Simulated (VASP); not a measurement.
Set up this calculation in VASP 6.6.1, as the native input.

```
Task                   : single point
Functional             : PBE
Potentials or basis    : VASP PAW PBE potentials, release 64 (Ti_sv, O)
Cutoff                 : 520 eV
k mesh                 : 8 × 8 × 10
Occupations            : gaussian, width 0.05 eV
Spin                   : no spin polarisation
Dipole correction      : no
Further INCAR settings : ALGO = Normal; EDIFF = 1e-06; NBANDS = 33
```

The structure of TiO2 lies in POSCAR:

```
TiO2
1.0
    5.0114057672      0.0000000000      0.0000000000
    0.0000000000      5.0114057672      0.0000000000
    0.0000000000      0.0000000000      2.9517179969
Ti O
2 4
Direct
    0.0000000000      0.0000000000      0.0000000000
    0.5000000000      0.5000000000      0.5000000000
    0.3050970583      0.3050970583      0.0000000000
    0.1949029417      0.8050970583      0.5000000000
    0.6949029417      0.6949029417      0.0000000000
    0.8050970583      0.1949029417      0.5000000000
```

This cell differs from its parent crystal: volume 12.355 Å^3 an atom, c/a of the conventional cell 0.5890.

The input as run:

INCAR

```
PREC = Accurate ; ENCUT = 520
EDIFF = 1E-6 ; ISMEAR = 0
SIGMA = 0.05 ; LREAL = False
LASPH = True ; NELM = 60
ALGO = Normal ; ISIF = 2
LWAVE = False ; LCHARG = False
GGA = PE ; NBANDS = 33
```

KPOINTS

```
Automatic mesh
0
Gamma
  8 8 10
```

Potentials or basis: VASP PAW PBE potentials, release 64 (Ti_sv, O).

Command:

```bash
$ cat potpaw_PBE.64/Ti_sv/POTCAR potpaw_PBE.64/O/POTCAR > POTCAR
$ mpirun -np 1 vasp_std > vasp.out
```

Results of the run:

- Pressure: -21.2 GPa
- Largest force: 1.015 eV/Å
- Band gap on the k mesh: 1.62 eV, indirect (least direct gap 1.65 eV)

Caveat: forces of over 1 eV/Å act on the atoms, so gaps and moduli don't describe the material at rest.

It took 9.7 min on 1 thread of AMD EPYC 7R13, on a shared host, peak memory 0.27 GiB.
